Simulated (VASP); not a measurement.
A run of VASP 6.6.1:

INCAR

```
SYSTEM = Si
PREC = Accurate
ENCUT = 520
EDIFF = 1E-7
ISMEAR = 0
SIGMA = 0.02
LREAL = .False.
LASPH = .True.
NELM = 100
ALGO = Normal
ISIF = 2
LWAVE = .False.
LCHARG = .False.
GGA = CA
NBANDS = 11
```

The input KPOINTS:

```
Automatic mesh
0
Gamma
  12 12 12
  0 0 0
```

The input POSCAR:

```
Si
1.0
    0.0000000000      2.7009841725      2.7009841725
    2.7009841725      0.0000000000      2.7009841725
    2.7009841725      2.7009841725      0.0000000000
Si
2
Direct
    0.7500000000      0.7500000000      0.7500000000
    0.5000000000      0.5000000000      0.5000000000
```

Potentials or basis: VASP PAW LDA potentials, release 64 (Si).

Launch:

```sh
$ cat potpaw_LDA.64/Si/POTCAR > POTCAR
$ mpirun -np 1 vasp_std > vasp.out
```

Hardware: 1 thread of Intel(R) Xeon(R) Platinum 8259CL CPU @ 2.50GHz (Skylake/Cascade Lake), with other jobs on the host.

Q: Estimate the wall time of this run.

A: Run time: 19 s on 1 thread of Intel(R) Xeon(R) Platinum 8259CL CPU @ 2.50GHz (Skylake/Cascade Lake), with other jobs on the host, peak memory 0.14 GiB. Counts: scf iterations 12, k points 72.
